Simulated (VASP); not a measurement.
# Al2GaP3 (P3m1) in VASP: relaxation of cell and atoms with PBE

Aim: the relaxation of cell and atoms of Al2GaP3 with PBE.

Program: VASP 6.6.1. These are calculated values, not measurements. Logs are shortened: lines on timing, memory, paths and dates and some standing lists are left out, and cuts for length are marked.

## Step 1: The cell of the first run

It takes space group P3m1 (No. 156, trigonal). Conventional cell: a = 3.895 Å, b = 3.895 Å, c = 9.538 Å, α = 90.00°, β = 90.00°, γ = 120.00°. Within 3.1 Å of Al (site symmetry 3m) lie 4 P at 2.38 to 2.39 Å. Al (site symmetry 3m) has 4 P at 2.38 Å within 3.1 Å. Ga (site symmetry 3m) has 4 P at 2.39 Å within 3.2 Å. Within 3.1 Å of P (site symmetry 3m) lie 3 Al at 2.38 Å and 1 Ga at 2.39 Å. Within 3.1 Å of P (site symmetry 3m) lie 1 Al at 2.38 Å and 3 Ga at 2.39 Å. P (site symmetry 3m) has 4 Al at 2.38 to 2.39 Å within 3.1 Å.

## Step 2: Relaxation of cell and atoms, PBE

Input file INCAR:

```
SYSTEM = Al2GaP3
PREC     = Accurate       ! precision mode
ENCUT    = 600            ! plane-wave cutoff, eV
EDIFF    = 1E-6           ! SCF threshold, eV
ISMEAR   = 0              ! smearing method
SIGMA    = 0.01           ! smearing width, eV
LREAL    = .False.        ! projectors in reciprocal space
LASPH    = .True.         ! aspherical terms in the spheres
NELM     = 80             ! most SCF steps
ALGO     = Normal         ! electronic algorithm
ISIF     = 3              ! what is computed and relaxed
LWAVE    = .False.        ! write WAVECAR
LCHARG   = .False.        ! write CHGCAR
GGA      = PE             ! functional
IBRION   = 2              ! ionic algorithm
NSW      = 80             ! ionic steps
EDIFFG   = -0.001         ! ionic threshold
```

Input file KPOINTS:

```
Automatic mesh
0
Gamma
  12 12 4
  0 0 0
```

Input file POSCAR:

```
Al2GaP3
1.0
    3.8948506829      0.0000000000      0.0000000000
   -1.9474253415      3.3730396353      0.0000000000
    0.0000000000      0.0000000000      9.5377434748
Al Ga P
2 1 3
Direct
    0.3333333333      0.6666666667      0.3331553121
    0.6666666667      0.3333333333      0.6665359032
    0.0000000000      0.0000000000      1.0001394186
    0.0000000000      0.0000000000      0.2505382555
    0.6666666667      0.3333333333      0.9161844200
    0.3333333333      0.6666666667      0.5834466906
```

Potentials or basis: VASP PAW PBE potentials, release 64 (Al, Ga_d, P).

Launch:

```sh
$ cat potpaw_PBE.64/Al/POTCAR potpaw_PBE.64/Ga_d/POTCAR potpaw_PBE.64/P/POTCAR > POTCAR
$ mpirun -np 1 vasp_std > vasp.out
```

OUTCAR:

```text
SYSTEM = Al2GaP3
   PREC = Accurate
   ENCUT = 600
   EDIFF = 1E-6
   ISMEAR = 0
   LREAL = .False.
   LASPH = .True.
   NELM = 80
   ISIF = 3
   GGA = PE
   IBRION = 2
   NSW = 80
   EDIFFG = -0.001

 ion  position               nearest neighbor table
   1  0.333  0.667  0.333-   4 2.38   4 2.38   4 2.38   6 2.39
   2  0.667  0.333  0.667-   5 2.38   6 2.38   6 2.38   6 2.38
   3  0.000  0.000  0.000-   5 2.39   5 2.39   5 2.39   4 2.39
   4  0.000  0.000  0.251-   1 2.38   1 2.38   1 2.38   3 2.39
   5  0.667  0.333  0.916-   2 2.38   3 2.39   3 2.39   3 2.39
   6  0.333  0.667  0.583-   2 2.38   2 2.38   2 2.38   1 2.39

  LATTYP: Found a hexagonal cell.
 ALAT       =     3.8948506829
 C/A-ratio  =     2.4488085042

  Lattice vectors:

 A1 = (   3.8948506829,   0.0000000000,   0.0000000000)
 A2 = (  -1.9474253415,   3.3730396353,   0.0000000000)
 A3 = (   0.0000000000,   0.0000000000,   9.5377434748)

Analysis of symmetry for initial positions (statically):
=====================================================================
 Subroutine PRICEL returns:
 Original cell was already a primitive cell.

 Routine SETGRP: Setting up the symmetry group for a
 hexagonal supercell.

 Subroutine GETGRP returns: Found  6 space group operations
 (whereof  6 operations were pure point group operations)
 out of a pool of 24 trial point group operations.

The static configuration has the point symmetry C_3v.

Analysis of symmetry for dynamics (positions and initial velocities):
=====================================================================
 Subroutine PRICEL returns:
 Original cell was already a primitive cell.

 Routine SETGRP: Setting up the symmetry group for a
 hexagonal supercell.

 Subroutine GETGRP returns: Found  6 space group operations
 (whereof  6 operations were pure point group operations)
 out of a pool of 24 trial point group operations.

The dynamic configuration has the point symmetry C_3v.

 Subroutine INISYM returns: Found  6 space group operations
 (whereof  6 operations are pure point group operations),
 and found     1 'primitive' translations

----------------------------------------------------------------------------------------

                                     Primitive cell

  volume of cell :     125.3020

  direct lattice vectors                    reciprocal lattice vectors
     3.894850683  0.000000000  0.000000000     0.256749252  0.148234250  0.000000000
    -1.947425342  3.373039635  0.000000000     0.000000000  0.296468500  0.000000000
     0.000000000  0.000000000  9.537743475     0.000000000  0.000000000  0.104846603

  length of vectors
     3.894850683  3.894850683  9.537743475     0.296468500  0.296468500  0.104846603

  position of ions in fractional coordinates (direct lattice)
     0.333333333  0.666666667  0.333155312
     0.666666667  0.333333333  0.666535903
     0.000000000  0.000000000  0.000139419
     0.000000000  0.000000000  0.250538255
     0.666666667  0.333333333  0.916184420
     0.333333333  0.666666667  0.583446691

  ion indices of the primitive-cell ions
   primitive index   ion index
                 1           1
                 2           2
                 3           3
                 4           4
                 5           5
                 6           6

----------------------------------------------------------------------------------------

 KPOINTS: Automatic mesh

Automatic generation of k-mesh.
 Grid dimensions read from file:
 generate k-points for:   12   12    4

 Generating k-lattice:

  Cartesian coordinates                     Fractional coordinates (reciprocal lattice)
     0.021395771  0.012352854  0.000000000     0.083333333  0.000000000  0.000000000
     0.000000000  0.024705708  0.000000000     0.000000000  0.083333333  0.000000000
     0.000000000  0.000000000  0.026211651     0.000000000  0.000000000  0.250000000

  Length of vectors
     0.024705708  0.024705708  0.026211651

  Shift w.r.t. Gamma in fractional coordinates (k-lattice)
     0.000000000  0.000000000  0.000000000

 Subroutine IBZKPT returns following result:
 ===========================================

 Found     69 irreducible k-points:

 Following reciprocal coordinates:
            Coordinates               Weight
  0.000000  0.000000  0.000000      1.000000
  0.083333  0.000000  0.000000      6.000000
  0.166667  0.000000  0.000000      6.000000
  0.250000  0.000000  0.000000      6.000000
  0.333333  0.000000  0.000000      6.000000
  0.416667 -0.000000  0.000000      6.000000
[... 16 lines left out ...]
  0.166667  0.000000  0.250000      6.000000
  0.000000  0.166667  0.250000      6.000000
 [... further k-points ...]
   k-points           NKPTS =     69   k-points in BZ     NKDIM =     69   number of bands    NBANDS=     21
   number of dos      NEDOS =    301   number of ions     NIONS =      6
   total plane-waves  NPLWV =  81920
   dimension x,y,z NGX =    32 NGY =   32 NGZ =   80
   dimension x,y,z NGXF=    64 NGYF=   64 NGZF=  160
   ions per type =               2   1   3
   NGX,Y,Z   is equivalent  to a cutoff of  13.66, 13.66, 13.94 a.u.
   NGXF,Y,Z  is equivalent  to a cutoff of  27.32, 27.32, 27.89 a.u.
 SYSTEM =  Al2GaP3
   PREC   = accura    normal or accurate (medium, high low for compatibility)
   ISTART =      0    job   : 0-new  1-cont  2-samecut
   ICHARG =      2    charge: 1-file 2-atom 10-const
   ISPIN  =      1    spin polarized calculation?
   LNONCOLLINEAR =      F non collinear calculations
   LSORBIT =      F    spin-orbit coupling
   LASPH  =      T    aspherical Exc in radial PAW
   ENCUT  =  600.0 eV  44.10 Ry    6.64 a.u.   7.78  7.78 19.05*2*pi/ulx,y,z
   NELM   =     80;   NELMIN=  2; NELMDL= -5     # of ELM steps
   EDIFF  = 0.1E-05   stopping-criterion for ELM
   LREAL  =      F    real-space projection
   EDIFFG = -.1E-02   stopping-criterion for IOM
   NSW    =     80    number of steps for IOM
   IBRION =      2    ionic relax: 0-MD 1-quasi-New 2-CG
   NFREE  =      1    steps in history (QN), initial steepest desc. (CG)
   ISIF   =      3    stress and relaxation
   ISYM   =      2    0-nonsym 1-usesym 2-fastsym
   POTIM  = 0.5000    time-step for ionic-motion
   TEBEG  =    0.0;   TEEND  =   0.0 temperature during run
   PSTRESS=    0.0 pullay stress
   NELECT =      34.0000    total number of electrons
   NUPDOWN=      -1.0000    fix difference up-down
   EMIN   =  10.00;   EMAX   =-10.00  energy-range for DOS
   EFERMI =   0.00;   METHOD = LEGACY
   ISMEAR =     0;   SIGMA  =   0.01  broadening in eV -4-tet -1-fermi 0-gaus
   EFERMI_NEDOS =   21; number of points for ismear=-14 and -15
   IALGO  =     38    algorithm
   IMIX   =      4    mixing-type and parameters
     AMIX     =   0.40;   BMIX     =  1.00
     AMIX_MAG =   1.60;   BMIX_MAG =  1.00
  volume/ion in A,a.u.               =      20.88       140.93
  Fermi-wavevector in a.u.,A,eV,Ry     =   1.059860  2.002845 15.283468  1.123303
  Thomas-Fermi vector in A             =   2.195220
   LORBIT       =      0    0 simple, 1 ext, 2 COOP (PROOUT), +10 PAW based schemes
   GGA     = PE    functional components
   LHFCALC =     F    Hartree Fock is set to
   AEXX    =    0.0000 exact exchange contribution
   IVDW    =     0    specifies the selected vdW correction
   LEPSILON=     F    determine dielectric tensor
   LRPA    =     F    only Hartree local field effects (RPA)
 conjugate gradient relaxation of ions
 non-spin polarized calculation
 Gauss-broadening in eV      SIGMA  =   0.01
  energy-cutoff  :      600.00
  volume of cell :      125.30
 maximum number of plane-waves:      4212
   NGX = 15   NGY = 15   NGZ = 39

--------------------------------------- Ionic step        1  -------------------------------------------

 number of electron      34.0000003 magnetization

 Free energy of the ion-electron system (eV)
  ---------------------------------------------------
  ext. energy  EPLUGINS =         0.00000000
  ---------------------------------------------------
  free energy    TOTEN  =       -29.87400407 eV

  energy without entropy =      -29.87400407  energy(sigma->0) =      -29.87400407

------------------------ aborting loop because EDIFF is reached ----------------------------------------

  FORCE on cell =-STRESS in cart. coord.  units (eV):
  Direction    XX          YY          ZZ          XY          YZ          ZX
  --------------------------------------------------------------------------------------
  -------------------------------------------------------------------------------------
  Total       -0.0504770     -0.0504770     -0.0349157      0.0000000      0.0000000     -0.0000000
  in kB       -0.6454255     -0.6454255     -0.4464507      0.0000000      0.0000000     -0.0000000
  external PRESSURE =      -0.5791006 kB  Pullay stress =       0.0000000 kB
[... 101 lines left out ...]
  FREE ENERGIE OF THE ION-ELECTRON SYSTEM (eV)
  ---------------------------------------------------
  free  energy   TOTEN  =       -29.8740297170 eV

  energy  without entropy=      -29.8740297170  energy(sigma->0) =      -29.87402972

[... ionic steps 4 to 25 ...]

--------------------------------------- Ionic step       26  -------------------------------------------

 number of electron      34.0000003 magnetization

------------------------ aborting loop because EDIFF is reached ----------------------------------------

  FORCE on cell =-STRESS in cart. coord.  units (eV):
  Direction    XX          YY          ZZ          XY          YZ          ZX
  --------------------------------------------------------------------------------------
  -------------------------------------------------------------------------------------
  Total       -0.0151127     -0.0151127      0.0134039      0.0000000      0.0000000      0.0000000
  in kB       -0.1933645     -0.1933645      0.1715005      0.0000000      0.0000000      0.0000000
  external PRESSURE =      -0.0717429 kB  Pullay stress =       0.0000000 kB
[... 65 lines left out ...]
  energy  without entropy=      -29.8740321321  energy(sigma->0) =      -29.87403213

--------------------------------------- Ionic step       28  -------------------------------------------

 number of electron      34.0000003 magnetization

 Free energy of the ion-electron system (eV)
  ---------------------------------------------------
  ext. energy  EPLUGINS =         0.00000000
  ---------------------------------------------------
  free energy    TOTEN  =       -29.87403227 eV

  energy without entropy =      -29.87403227  energy(sigma->0) =      -29.87403227

 E-fermi :   4.4668     XC(G=0):  -9.3057

 val. band max:        4.3771015317   @ k =   0.0000   0.0000   0.0000
 cond. band min:       5.9853604975   @ k =   0.5000   0.0000   0.0000
 fundamental gap:      1.6082589658
 Fermi energy:         4.4668132260

 k-point     1 :       0.0000    0.0000    0.0000
  band No.  band energies     occupation
      1      -9.9028      2.00000
      2      -9.8546      2.00000
      3      -9.8546      2.00000
      4      -9.7776      2.00000
      5      -9.7776      2.00000
      6      -7.3442      2.00000
[... 550 lines left out ...]
      5      -9.7763      2.00000
      6      -6.9959      2.00000
[... 13 lines left out ...]
     20       7.8515      0.00000
     21       8.8087      0.00000

 [... further k-points ...]
[... 5 lines left out ...]
  --------------------------------------------------------------------------------------
  -------------------------------------------------------------------------------------
  Total       -0.0043008     -0.0043008      0.0040697      0.0000000     -0.0000000      0.0000000
  in kB       -0.0550311     -0.0550311      0.0520740      0.0000000     -0.0000000      0.0000000
  external PRESSURE =      -0.0193294 kB  Pullay stress =       0.0000000 kB
[... 21 lines left out ...]
  FREE ENERGIE OF THE ION-ELECTRON SYSTEM (eV)
  ---------------------------------------------------
  free  energy   TOTEN  =       -29.8740322666 eV

  energy  without entropy=      -29.8740322666  energy(sigma->0) =      -29.87403227

 reached required accuracy - stopping structural energy minimisation
```

Wall time 9.2 min (1 thread of Intel Xeon 6975P-C (Granite Rapids), shared host); peak memory 0.43 GiB.

Results:

```
Free energy                           : -29.8740 eV
Relaxed volume                        : 20.87 Å³/atom
Relaxed cell                          : a = 3.894 Å, b = 3.894 Å, c = 9.536 Å, α = 90.00°, β = 90.00°, γ = 120.00°
Space group after relaxing (to 0.1 Å) : P3m1 (No. 156)
Energy gained by relaxing             : 0.0 meV/atom
Ionic steps                           : 28
Pressure after relaxing               : 0.0 GPa
Band gap on the k mesh                : 1.61 eV (least direct gap 1.99 eV)
```

Final structure:
```yaml
crystal:
  lattice:
    - [3.89388, 0.00000, 0.00000]
    - [-1.94694, 3.37220, 0.00000]
    - [0.00000, 0.00000, 9.53571]
  atoms:
    - { symbol: Al, position: [0.33333, 0.66667, 0.33318] }
    - { symbol: Al, position: [0.66667, 0.33333, 0.66647] }
    - { symbol: Ga, position: [0.00000, 0.00000, 0.00015] }
    - { symbol: P, position: [0.00000, 0.00000, 0.25063] }
    - { symbol: P, position: [0.66667, 0.33333, 0.91611] }
    - { symbol: P, position: [0.33333, 0.66667, 0.58345] }
```

A k mesh can miss the band edges.
